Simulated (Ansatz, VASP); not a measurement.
## HCl: VASP beside Ansatz

INCAR

```
  PREC = Accurate
  ENCUT = 520
  EDIFF = 1E-7
  ISMEAR = 0
  SIGMA = 0.15
  LREAL = False
  LASPH = True
  NELM = 80
  ALGO = Normal
  ISIF = 2
  LWAVE = False
  LCHARG = False
  GGA = PS
  NBANDS = 11
```

Contents of KPOINTS:

```
regular mesh
0
Gamma
  16 16 16
```

The input POSCAR:

```
HCl
1.0
    0.0000000000      2.7375000000      2.8059375000
    2.7375000000      0.0000000000      2.8059375000
    2.7375000000      2.7375000000      0.0000000000
H Cl
1 1
Direct
    0.0000000000      0.0000000000      0.0000000000
    0.5000000000      0.5000000000      0.5000000000
```

Input for Ansatz:

```yaml
crystal:
  lattice:
    - [0.0, 2.7375, 2.8059375]
    - [2.7375, 0.0, 2.8059375]
    - [2.7375, 2.7375, 0.0]
  atoms:
    - { symbol: H, position: [0.0, 0.0, 0.0] }
    - { symbol: Cl, position: [0.5, 0.5, 0.5] }
basis:
  ecutwfc: 420
kpoints:
  mp_grid: { grid: [16, 16, 16] }
hamiltonian:
  xc: pbesol
scf:
  occupations: { method: gaussian, width: 0.15 }
output:
  forces: true
  stress: true
  eigenvalues: true
```

Change from the starting cell: strain +0.000 along x and y, +0.025 along z, atoms carried along.

Alike in both runs: task single point; functional PBEsol; k mesh 16 × 16 × 16; occupations gaussian, width 0.15 eV; no spin polarisation.

|  | VASP | Ansatz |
| --- | --- | --- |
| version | VASP 6.6.1 | Ansatz 0.2.0 |
| potentials or method | VASP PAW PBE potentials, release 64 (H, Cl), cutoff 520 eV | scalar-relativistic, plane waves, PAW |
| valence electrons in the cell | 8 | 8 |

```csv
,VASP,Ansatz,Ansatz less VASP
gap on the k mesh at the Fermi level (eV),none,none,-
pressure (GPa),-10.2,-10.1,+0.05
"traceless stress, the component that is largest in VASP (GPa)",1.19,1.18,-0.003
```

VASP's potentials were made for PBE, not for PBEsol. A gap of «none» marks a metal or a gap that the smearing closes.
